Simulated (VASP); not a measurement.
Runs of VASP 6.6.1 on HfO2. The structure is that of space group Fm-3m (No. 225), or close to it. The cells are those of the table. 

```csv
cell,gap on the mesh (eV),pressure (GPa)
"a = 3.699 Å, angles 60.0°, 3 atoms",(a),-22.2
"a = 3.556 Å, angles 60.0°, 3 atoms",(b),3.1
"a = 3.664 Å, angles 60.0°, 3 atoms",(c),-17.4
"a = 3.593 Å, angles 60.0°, 3 atoms",3.78,-4.9
"a = 3.629 Å, angles 60.0°, 3 atoms",3.70,-11.7
```

Alike in all rows: task single point; level PBE+D3(BJ); potentials or basis VASP PAW PBE potentials, release 64 (Hf_pv, O); no spin polarisation; k mesh 6 × 6 × 6; cutoff (eV) 520; smearing gaussian 0.01 eV.

**Question.** Estimate the missing entries.

**Answer.** (a) 3.54; (b) 3.87; (c) 3.62.

Caveats: spin-orbit coupling is left out, which moves the levels of the heavy elements.

A k mesh can miss the band edges, and the runs leave out spin-orbit coupling on Hf.
